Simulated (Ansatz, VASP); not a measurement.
## Two plane-wave programs on CeO2

File INCAR:

```
PREC = Accurate
ENCUT = 520
EDIFF = 1E-6
ISMEAR = 0
SIGMA = 0.05
LREAL = F
LASPH = T
NELM = 80
ALGO = Normal
ISIF = 2
LWAVE = F
LCHARG = T
GGA = RE
IVDW = 13
LELF = T
LVHAR = T
NBANDS = 19
```

Contents of KPOINTS:

```
regular mesh
0
Gamma
  8 8 8
```

Contents of POSCAR:

```
CeO2
1.0
    0.0000000000      2.7334817542      2.7334817542
    2.7334817542      0.0000000000      2.7334817542
    2.7334817542      2.7334817542      0.0000000000
Ce O
1 2
Direct
    0.0000000000      0.0000000000      0.0000000000
    0.2500000000      0.2500000000      0.2500000000
    0.7500000000      0.7500000000      0.7500000000
```

Input for Ansatz:

```yaml
crystal:
  lattice:
    - [0.0, 2.7334817542, 2.7334817542]
    - [2.7334817542, 0.0, 2.7334817542]
    - [2.7334817542, 2.7334817542, 0.0]
  atoms:
    - { symbol: Ce, position: [0.0, 0.0, 0.0] }
    - { symbol: O, position: [0.25, 0.25, 0.25] }
    - { symbol: O, position: [0.75, 0.75, 0.75] }
basis:
  ecutwfc: 420
  ecutrho_ratio: 4
kpoints:
  mp_grid: { grid: [8, 8, 8] }
hamiltonian:
  xc: revpbe
  dispersion: d4
scf:
  occupations: { method: gaussian, width: 0.05 }
output:
  forces: true
  stress: true
  eigenvalues: true
```

Alike in both runs: task single point; functional revPBE; dispersion D4; k mesh 8 × 8 × 8; occupations gaussian, width 0.05 eV; no spin polarisation.

```csv
,VASP,Ansatz
version,VASP 6.6.1,Ansatz 0.2.0
potentials or method,"VASP PAW PBE potentials, release 64 (Ce, O), cutoff 520 eV","scalar-relativistic, plane waves, PAW"
valence electrons in the cell,24,24
```

|  | VASP | Ansatz | Ansatz less VASP |
| --- | --- | --- | --- |
| gap on the k mesh at the Fermi level (eV) | 1.87 | 1.90 | +0.033 |
| least direct gap on the mesh (eV) | 1.97 | 2.00 | +0.034 |
| pressure (GPa) | -3.4 | -3.3 | +0.04 |

VASP's potentials were made for PBE, not for revPBE.

Spin-orbit coupling is off throughout.
